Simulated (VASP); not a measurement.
Runs of VASP 6.6.1 on C. The structure is that of space group Fd-3m (No. 227), or close to it. The cells are those of the table. 

```csv
task,cell,k mesh,smearing,gap on the mesh (eV),pressure (GPa)
single point,"a = 2.498 Å, angles 60.0°, 2 atoms",10 × 10 × 10,gaussian 0.1 eV,4.20,(a)
single point,"a = 2.497 Å, angles 60.0°, 2 atoms",12 × 12 × 12,gaussian 0.02 eV,4.20,(b)
relaxation of cell and atoms,"relaxed from a = 2.498 Å, angles 60.0°, 2 atoms",12 × 12 × 12,gaussian 0.02 eV,4.19,0.0
single point,"a = 2.517 Å, angles 60.0°, 2 atoms",8 × 8 × 8,gaussian 0.1 eV,4.11,-9.9
```

Alike in all rows: level LDA; potentials or basis VASP PAW LDA potentials, release 64 (C); no spin polarisation; cutoff (eV) 600.

Problem. Estimate the missing entries.

Solution. (a) 0.7; (b) 0.8.

A k mesh can miss the band edges.
